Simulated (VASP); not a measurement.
Set up this calculation in VASP 6.6.1, as the native input.

* Task: single point
* Functional: PBE
* Potentials or basis: VASP PAW PBE potentials, release 64 (Mo_sv)
* Cutoff: 520 eV
* k mesh: 24 × 24 × 24
* Occupations: gaussian, width 0.1 eV
* Spin: no spin polarisation
* Dipole correction: no
* Further INCAR settings: ALGO = Fast; EDIFF = 1e-06; NBANDS = 13

The structure of Mo lies in POSCAR:

```
Mo
1.0
   -1.5804683108      1.5804683108      1.5804683108
    1.5804683108     -1.5804683108      1.5804683108
    1.5804683108      1.5804683108     -1.5804683108
Mo
1
Direct
    0.0000000000      0.0000000000      0.0000000000
```

One way to write it, as run:

INCAR

```
SYSTEM = Mo
PREC = Accurate
ENCUT = 520
EDIFF = 1E-6
ISMEAR = 0
SIGMA = 0.1
LREAL = .FALSE.
LASPH = .TRUE.
NELM = 80
ALGO = Fast
ISIF = 2
LWAVE = .FALSE.
LCHARG = .FALSE.
GGA = PE
NBANDS = 13
```

KPOINTS

```
regular mesh
0
G
  24 24 24
  0 0 0
```

Potentials or basis: VASP PAW PBE potentials, release 64 (Mo_sv).

Command:

```bash
$ cat potpaw_PBE.64/Mo_sv/POTCAR > POTCAR
$ mpirun -np 1 vasp_std > vasp.out
```

Results of the run:

```json
{
 "Pressure": "0.5 GPa",
 "Band gap on the k mesh": "zero (bands 7 and 8 overlap by 5.27 eV)"
}
```

Wall time 23 s on 1 thread of Intel(R) Xeon(R) 6975P-C (Granite Rapids), on a shared host, peak memory 0.18 GiB.
